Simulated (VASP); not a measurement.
# Na (Im-3m) in VASP: settings compared

Aim: see how the results for Na move with the level of theory and the settings. Levels: PBE, PBEsol, RPBE. Tasks: relaxation of cell and atoms.

Program: VASP 6.6.1. These are calculated values, not measurements. Logs are shortened: lines on timing, memory, paths and dates and some standing lists are left out, and cuts for length are marked.

**1. The cell of the first run**

Symmetry: Im-3m, No. 229, cubic system. Conventional cell: a = 4.282 Å, b = 4.282 Å, c = 4.282 Å, α = 90.00°, β = 90.00°, γ = 90.00°. Within 4.9 Å of Na (site symmetry m-3m) lie 14 Na at 3.71 to 4.28 Å.

**2. Relaxation of cell and atoms, PBE**

Contents of INCAR:

```
ALGO = Fast
EDIFF = 1E-6
EDIFFG = -0.01
ENCUT = 600
GGA = PE
IBRION = 2
ISIF = 3
ISMEAR = -1
LASPH = T
LCHARG = F
LREAL = F
LWAVE = F
NELM = 80
NSW = 60
PREC = Accurate
SIGMA = 0.05
```

Contents of KPOINTS:

```
k-points
0
Gamma
  9 9 9
```

Contents of POSCAR:

```
Na
1.0
   -2.1410000000      2.1410000000      2.1410000000
    2.1410000000     -2.1410000000      2.1410000000
    2.1410000000      2.1410000000     -2.1410000000
Na
1
Direct
    0.0000000000      0.0000000000      0.0000000000
```

Potentials or basis: VASP PAW PBE potentials, release 64 (Na_pv).

On the command line:

```bash
$ cat potpaw_PBE.64/Na_pv/POTCAR > POTCAR
$ mpirun -np 1 vasp_std > vasp.out
```

OUTCAR:

```text
EDIFF = 1E-6
   EDIFFG = -0.01
   ENCUT = 600
   GGA = PE
   IBRION = 2
   ISIF = 3
   ISMEAR = -1
   LASPH = T
   LREAL = F
   NELM = 80
   NSW = 60
   PREC = Accurate

 ion  position               nearest neighbor table
   1  0.000  0.000  0.000-

  LATTYP: Found a body centered cubic cell.
 ALAT       =     4.2820000000

  Lattice vectors:

 A1 = (  -2.1410000000,   2.1410000000,   2.1410000000)
 A2 = (   2.1410000000,  -2.1410000000,   2.1410000000)
 A3 = (   2.1410000000,   2.1410000000,  -2.1410000000)

Analysis of symmetry for initial positions (statically):
=====================================================================
 Subroutine PRICEL returns:
 Original cell was already a primitive cell.

 Routine SETGRP: Setting up the symmetry group for a
 body centered cubic supercell.

 Subroutine GETGRP returns: Found 48 space group operations
[... 9 lines left out ...]

 Routine SETGRP: Setting up the symmetry group for a
 body centered cubic supercell.

 Subroutine GETGRP returns: Found 48 space group operations
[... 11 lines left out ...]
                                     Primitive cell

  volume of cell :      39.2564

  direct lattice vectors                    reciprocal lattice vectors
    -2.141000000  2.141000000  2.141000000     0.000000000  0.233535731  0.233535731
     2.141000000 -2.141000000  2.141000000     0.233535731  0.000000000  0.233535731
     2.141000000  2.141000000 -2.141000000     0.233535731  0.233535731  0.000000000

  length of vectors
     3.708320779  3.708320779  3.708320779     0.330269398  0.330269398  0.330269398

  position of ions in fractional coordinates (direct lattice)
     0.000000000  0.000000000  0.000000000

  ion indices of the primitive-cell ions
   primitive index   ion index
                 1           1

----------------------------------------------------------------------------------------

 KPOINTS: k-points

Automatic generation of k-mesh.
 Grid dimensions read from file:
 generate k-points for:    9    9    9

 Generating k-lattice:

  Cartesian coordinates                     Fractional coordinates (reciprocal lattice)
     0.000000000  0.025948415  0.025948415     0.111111111  0.000000000  0.000000000
     0.025948415  0.000000000  0.025948415     0.000000000  0.111111111  0.000000000
     0.025948415  0.025948415  0.000000000     0.000000000  0.000000000  0.111111111

  Length of vectors
     0.036696600  0.036696600  0.036696600

  Shift w.r.t. Gamma in fractional coordinates (k-lattice)
     0.000000000  0.000000000  0.000000000

 Subroutine IBZKPT returns following result:
 ===========================================

 Found     35 irreducible k-points:

 Following reciprocal coordinates:
            Coordinates               Weight
  0.000000  0.000000  0.000000      1.000000
  0.111111  0.000000  0.000000     12.000000
  0.222222  0.000000  0.000000     12.000000
  0.333333  0.000000  0.000000     12.000000
  0.444444  0.000000  0.000000     12.000000
  0.111111  0.111111  0.000000     24.000000
[... 16 lines left out ...]
 -0.333333  0.444444  0.111111     48.000000
 -0.444444 -0.444444  0.111111     24.000000
 [... further k-points ...]
   k-points           NKPTS =     35   k-points in BZ     NKDIM =     35   number of bands    NBANDS=      7
   number of dos      NEDOS =    301   number of ions     NIONS =      1
   total plane-waves  NPLWV =  27000
   dimension x,y,z NGX =    30 NGY =   30 NGZ =   30
   dimension x,y,z NGXF=    60 NGYF=   60 NGZF=   60
   ions per type =               1
   NGX,Y,Z   is equivalent  to a cutoff of  13.45, 13.45, 13.45 a.u.
   NGXF,Y,Z  is equivalent  to a cutoff of  26.90, 26.90, 26.90 a.u.
 SYSTEM =  unknown system
   PREC   = accura    normal or accurate (medium, high low for compatibility)
   ISTART =      0    job   : 0-new  1-cont  2-samecut
   ICHARG =      2    charge: 1-file 2-atom 10-const
   ISPIN  =      1    spin polarized calculation?
   LNONCOLLINEAR =      F non collinear calculations
   LSORBIT =      F    spin-orbit coupling
   LASPH  =      T    aspherical Exc in radial PAW
   ENCUT  =  600.0 eV  44.10 Ry    6.64 a.u.   7.41  7.41  7.41*2*pi/ulx,y,z
   NELM   =     80;   NELMIN=  2; NELMDL= -5     # of ELM steps
   EDIFF  = 0.1E-05   stopping-criterion for ELM
   LREAL  =      F    real-space projection
   EDIFFG = -.1E-01   stopping-criterion for IOM
   NSW    =     60    number of steps for IOM
   IBRION =      2    ionic relax: 0-MD 1-quasi-New 2-CG
   NFREE  =      1    steps in history (QN), initial steepest desc. (CG)
   ISIF   =      3    stress and relaxation
   ISYM   =      2    0-nonsym 1-usesym 2-fastsym
   POTIM  = 0.5000    time-step for ionic-motion
   TEBEG  =    0.0;   TEEND  =   0.0 temperature during run
   PSTRESS=    0.0 pullay stress
   NELECT =       7.0000    total number of electrons
   NUPDOWN=      -1.0000    fix difference up-down
   EMIN   =  10.00;   EMAX   =-10.00  energy-range for DOS
   EFERMI =   0.00;   METHOD = LEGACY
   ISMEAR =    -1;   SIGMA  =   0.05  broadening in eV -4-tet -1-fermi 0-gaus
   EFERMI_NEDOS =   21; number of points for ismear=-14 and -15
   IALGO  =     68    algorithm
   IMIX   =      4    mixing-type and parameters
     AMIX     =   0.40;   BMIX     =  1.00
     AMIX_MAG =   1.60;   BMIX_MAG =  1.00
  volume/ion in A,a.u.               =      39.26       264.91
  Fermi-wavevector in a.u.,A,eV,Ry     =   0.921448  1.741284 11.552251  0.849066
  Thomas-Fermi vector in A             =   2.046866
   LORBIT       =      0    0 simple, 1 ext, 2 COOP (PROOUT), +10 PAW based schemes
   GGA     = PE    functional components
   LHFCALC =     F    Hartree Fock is set to
   AEXX    =    0.0000 exact exchange contribution
   IVDW    =     0    specifies the selected vdW correction
   LEPSILON=     F    determine dielectric tensor
   LRPA    =     F    only Hartree local field effects (RPA)
 conjugate gradient relaxation of ions
 non-spin polarized calculation
 RMM-DIIS sequential band-by-band and
  energy-cutoff  :      600.00
  volume of cell :       39.26
 maximum number of plane-waves:      1329
 NGX is ok and might be reduce to    30
   NGX = 15   NGY = 15   NGZ = 15

--------------------------------------- Ionic step        1  -------------------------------------------

 number of electron       7.0000007 magnetization

 Free energy of the ion-electron system (eV)
  ---------------------------------------------------
  ext. energy  EPLUGINS =         0.00000000
  ---------------------------------------------------
  free energy    TOTEN  =        -1.31454660 eV

  energy without entropy =       -1.31126421  energy(sigma->0) =       -1.31290541

------------------------ aborting loop because EDIFF is reached ----------------------------------------

  FORCE on cell =-STRESS in cart. coord.  units (eV):
  Direction    XX          YY          ZZ          XY          YZ          ZX
  --------------------------------------------------------------------------------------
  -------------------------------------------------------------------------------------
  Total       -0.1029756     -0.1029756     -0.1029756     -0.0000000     -0.0000000      0.0000000
  in kB       -4.2027648     -4.2027648     -4.2027648     -0.0000000     -0.0000000      0.0000000
  external PRESSURE =      -4.2027648 kB  Pullay stress =       0.0000000 kB

 VOLUME and BASIS-vectors are now :
 -----------------------------------------------------------------------------
  energy-cutoff  :      600.00
  volume of cell :       39.26
      direct lattice vectors                 reciprocal lattice vectors
    -2.141000000  2.141000000  2.141000000     0.000000000  0.233535731  0.233535731
     2.141000000 -2.141000000  2.141000000     0.233535731  0.000000000  0.233535731
     2.141000000  2.141000000 -2.141000000     0.233535731  0.233535731  0.000000000

 POSITION                                       TOTAL-FORCE (eV/Angst)
 -----------------------------------------------------------------------------------
      0.00000      0.00000      0.00000        -0.000000     -0.000000      0.000000
 -----------------------------------------------------------------------------------
    total drift:                               -0.000000     -0.000000      0.000000

  FREE ENERGIE OF THE ION-ELECTRON SYSTEM (eV)
  ---------------------------------------------------
  free  energy   TOTEN  =        -1.3145466025 eV

  energy  without entropy=       -1.3112642095  energy(sigma->0) =       -1.31290541
[... 225 lines left out ...]
 VOLUME and BASIS-vectors are now :
 -----------------------------------------------------------------------------
  energy-cutoff  :      600.00
  volume of cell :       36.64
      direct lattice vectors                 reciprocal lattice vectors
    -2.092380351  2.092380351  2.092380351     0.000000000  0.238962290  0.238962290
     2.092380351 -2.092380351  2.092380351     0.238962290  0.000000000  0.238962290
     2.092380351  2.092380351 -2.092380351     0.238962290  0.238962290  0.000000000

 POSITION                                       TOTAL-FORCE (eV/Angst)
 -----------------------------------------------------------------------------------
      0.00000      0.00000     -0.00000         0.000000     -0.000000     -0.000000
 -----------------------------------------------------------------------------------
    total drift:                               -0.000000     -0.000000      0.000000

  FREE ENERGIE OF THE ION-ELECTRON SYSTEM (eV)
  ---------------------------------------------------
  free  energy   TOTEN  =        -1.3178695322 eV

  energy  without entropy=       -1.3146989167  energy(sigma->0) =       -1.31628422

--------------------------------------- Ionic step        9  -------------------------------------------

 number of electron       6.9999991 magnetization

 Free energy of the ion-electron system (eV)
  ---------------------------------------------------
  ext. energy  EPLUGINS =         0.00000000
  ---------------------------------------------------
  free energy    TOTEN  =        -1.31788691 eV

  energy without entropy =       -1.31471354  energy(sigma->0) =       -1.31630022

 E-fermi :   0.3440     XC(G=0):  -6.5279

 val. band max:        0.2465773090   @ k =  -0.3333   0.4444   0.1111
 cond. band min:       0.4457000248   @ k =   0.4444   0.0000   0.0000
 fundamental gap:      0.1991227158
 Fermi energy:         0.3439834021

 k-point     1 :       0.0000    0.0000    0.0000
  band No.  band energies     occupation
      1     -24.5363      2.00000
      2     -24.5363      2.00000
      3     -24.5363      2.00000
      4      -2.9413      2.00000
      5      12.1547      0.00000
      6      12.1547      0.00000
      7      12.1547      0.00000

 k-point     2 :       0.1111    0.0000    0.0000
  band No.  band energies     occupation
      1     -24.5407      2.00000
      2     -24.5378      2.00000
      3     -24.5363      2.00000
      4      -2.7223      2.00000
      5       9.9130      0.00000
      6      11.0906      0.00000
      7      11.4702      0.00000

 k-point     3 :       0.2222    0.0000    0.0000
  band No.  band energies     occupation
      1     -24.5517      2.00000
      2     -24.5415      2.00000
      3     -24.5363      2.00000
      4      -2.0712      2.00000
      5       7.0736      0.00000
      6       9.8948      0.00000
      7      10.5736      0.00000
[... 191 lines left out ...]
 k-point    23 :      -0.3333    0.4444    0.1111
  band No.  band energies     occupation
      1     -24.5666      2.00000
      2     -24.5522      2.00000
      3     -24.5422      2.00000
      4       0.2466      1.75048
      5       3.9036      0.00000
      6       5.8560      0.00000
      7       9.3912      0.00000

 k-point    24 :      -0.4444   -0.4444    0.1111
  band No.  band energies     occupation
      1     -24.5695      2.00000
      2     -24.5542      2.00000
      3     -24.5422      2.00000
      4       1.6506      0.00000
      5       2.1580      0.00000
      6       5.6366      0.00000
      7       9.2477      0.00000

 [... further k-points ...]
[... 5 lines left out ...]
  --------------------------------------------------------------------------------------
  -------------------------------------------------------------------------------------
  Total       -0.0007353     -0.0007353     -0.0007353      0.0000000     -0.0000000     -0.0000000
  in kB       -0.0320929     -0.0320929     -0.0320929      0.0000000     -0.0000000     -0.0000000
  external PRESSURE =      -0.0320929 kB  Pullay stress =       0.0000000 kB

 VOLUME and BASIS-vectors are now :
 -----------------------------------------------------------------------------
  energy-cutoff  :      600.00
  volume of cell :       36.71
      direct lattice vectors                 reciprocal lattice vectors
    -2.093600698  2.093600698  2.093600698     0.000000000  0.238823000  0.238823000
     2.093600698 -2.093600698  2.093600698     0.238823000  0.000000000  0.238823000
     2.093600698  2.093600698 -2.093600698     0.238823000  0.238823000  0.000000000

 POSITION                                       TOTAL-FORCE (eV/Angst)
 -----------------------------------------------------------------------------------
      0.00000      0.00000     -0.00000         0.000000      0.000000     -0.000000
 -----------------------------------------------------------------------------------
    total drift:                               -0.000000     -0.000000      0.000000

  FREE ENERGIE OF THE ION-ELECTRON SYSTEM (eV)
  ---------------------------------------------------
  free  energy   TOTEN  =        -1.3178869067 eV

  energy  without entropy=       -1.3147135366  energy(sigma->0) =       -1.31630022

 reached required accuracy - stopping structural energy minimisation
```

It took 95 s on 1 thread of Intel Xeon 6975P-C, shared host; peak memory 0.16 GiB.

Results:

| Item | Value |
| --- | --- |
| Free energy | -1.3179 eV |
| Relaxed volume | 36.71 Å³/atom |
| Relaxed cell | a = 3.626 Å, b = 3.626 Å, c = 3.626 Å, α = 109.47°, β = 109.47°, γ = 109.47° |
| Space group after relaxing (to 0.05 Å) | Im-3m (No. 229) |
| Energy gained by relaxing | 3.3 meV/atom |
| Ionic steps | 9 |
| Pressure after relaxing | 0.0 GPa |

The path:
```tsv
step	energy change (eV)	largest force (eV/Å)	pressure (GPa)	volume (Å³)
1	0.0000	0.0000	-0.42	39.26
2	-0.0014	0.0000	-0.32	38.67
3	-0.0024	0.0000	-0.22	38.12
4	-0.0033	0.0000	-0.16	37.02
5	-0.0006	0.0000	0.54	34.89
6	-0.0033	0.0000	0.16	36.51
7	-0.0034	0.0000	-0.09	36.77
8	-0.0033	0.0000	0.09	36.64
9	-0.0033	0.0000	0.00	36.71
```

Final structure:
```xyz
1
Lattice="-2.0936 2.0936 2.0936 2.0936 -2.0936 2.0936 2.0936 2.0936 -2.0936" Properties=species:S:1:pos:R:3 pbc="T T T"
Na    0.0000    0.0000    0.0000
```

**3. Relaxation of cell and atoms, PBEsol**

Contents of INCAR:

```
SYSTEM = Na
ALGO = Fast
EDIFF = 1E-6
EDIFFG = -0.01
ENCUT = 600
GGA = PS
IBRION = 2
ISIF = 3
ISMEAR = -1
LASPH = .TRUE.
LCHARG = .FALSE.
LREAL = .FALSE.
LWAVE = .FALSE.
NELM = 60
NSW = 60
PREC = Accurate
SIGMA = 0.05
```

Contents of KPOINTS:

```
k-points
0
G
  9 9 9
  0 0 0
```

POSCAR is that of step 2.

Potentials or basis: VASP PAW PBE potentials, release 64 (Na_pv).

On the command line:

```bash
$ cat potpaw_PBE.64/Na_pv/POTCAR > POTCAR
$ mpirun -np 1 vasp_std > vasp.out
```

It took 44 s on 1 thread of Intel Xeon 6975P-C, shared host; peak memory 0.16 GiB.

The run converged. Its results:

```yaml
Free_energy: -1.4064 eV
Relaxed_volume: 36.51 Å³/atom
Relaxed_cell: a = 3.620 Å, b = 3.620 Å, c = 3.620 Å, α = 109.47°, β = 109.47°, γ = 109.47°
Space_group_after_relaxing_to_0.05_Å: Im-3m (No. 229)
Energy_gained_by_relaxing: 5.7 meV/atom
Ionic_steps: 3
Pressure_after_relaxing: 0.0 GPa
```

The path:
| step | energy change (eV) | largest force (eV/Å) | pressure (GPa) | volume (Å³) |
| --- | --- | --- | --- | --- |
| 1 | 0.0000 | 0.0000 | -0.51 | 39.26 |
| 2 | -0.0022 | 0.0000 | -0.43 | 38.56 |
| 3 | -0.0057 | 0.0000 | -0.04 | 36.51 |

Final structure:
```yaml
crystal:
  lattice:
    - [-2.08980, 2.08980, 2.08980]
    - [2.08980, -2.08980, 2.08980]
    - [2.08980, 2.08980, -2.08980]
  atoms:
    - { symbol: Na, position: [0.00000, 0.00000, 0.00000] }
```

Levels at points of the mesh, in eV from the Fermi level:
```csv
k point,band 1,band 2,band 3,band 4,band 5,band 6
"(0.00, 0.00, 0.00)",-24.76,-24.76,-24.76,-3.29,11.85,11.85
```

Caveat: the PAW data sets were made with another functional, which shifts forces and pressure a little.

**4. Relaxation of cell and atoms, RPBE**

Contents of INCAR:

```
PREC = Accurate
ENCUT = 600
EDIFF = 1E-6
ISMEAR = -1
SIGMA = 0.05
LREAL = False
LASPH = True
NELM = 80
ALGO = Normal
ISIF = 3
LWAVE = False
LCHARG = False
GGA = RP
IBRION = 2
NSW = 60
EDIFFG = -0.01
```

Contents of KPOINTS:

```
Automatic mesh
0
Gamma
  9 9 9
```

POSCAR is that of step 3.

On the command line:

```bash
$ cat potpaw_PBE.64/Na_pv/POTCAR > POTCAR
$ mpirun -np 1 vasp_std > vasp.out
```

It took 18 s on 1 thread of Intel Xeon 6975P-C, shared host; peak memory 0.16 GiB.

The run converged. Its results:

| Item | Value |
| --- | --- |
| Free energy | -1.2019 eV |
| Relaxed volume | 39.32 Å³/atom |
| Relaxed cell | a = 3.710 Å, b = 3.710 Å, c = 3.710 Å, α = 109.47°, β = 109.47°, γ = 109.47° |
| Space group after relaxing (to 0.05 Å) | Im-3m (No. 229) |
| Energy gained by relaxing | 0.0 meV/atom |
| Ionic steps | 2 |
| Pressure after relaxing | 0.0 GPa |

Final structure:
```
Na
1.0
    -2.14213    2.14213    2.14213
     2.14213   -2.14213    2.14213
     2.14213    2.14213   -2.14213
Na
1
Cartesian
  0.0000 0.0000 0.0000
```

Levels at points of the mesh, in eV from the Fermi level:
```
           k point  band 1  band 2  band 3  band 4  band 5  band 6
(0.00, 0.00, 0.00)  -24.93  -24.93  -24.93   -3.14   11.40   11.40
```

Caveat: the PAW data sets were made with another functional, which shifts forces and pressure a little.

**5. Summary**

| level | gap on the mesh (eV) | pressure (GPa) | relaxed volume (Å³/atom) |
| --- | --- | --- | --- |
| PBE | none | 0.0 | 36.71 |
| PBEsol | none | 0.0 | 36.51 |
| RPBE | none | 0.0 | 39.32 |

Alike in all rows: task relaxation of cell and atoms; potentials or basis VASP PAW PBE potentials, release 64 (Na_pv); no spin polarisation; cell relaxed; k mesh 9 × 9 × 9; cutoff (eV) 600; smearing fermi-dirac 0.05 eV.

Caveats: the PAW data sets were made with another functional, which shifts forces and pressure a little (some runs).

Absolute energies hang on the potentials; compare differences alone.
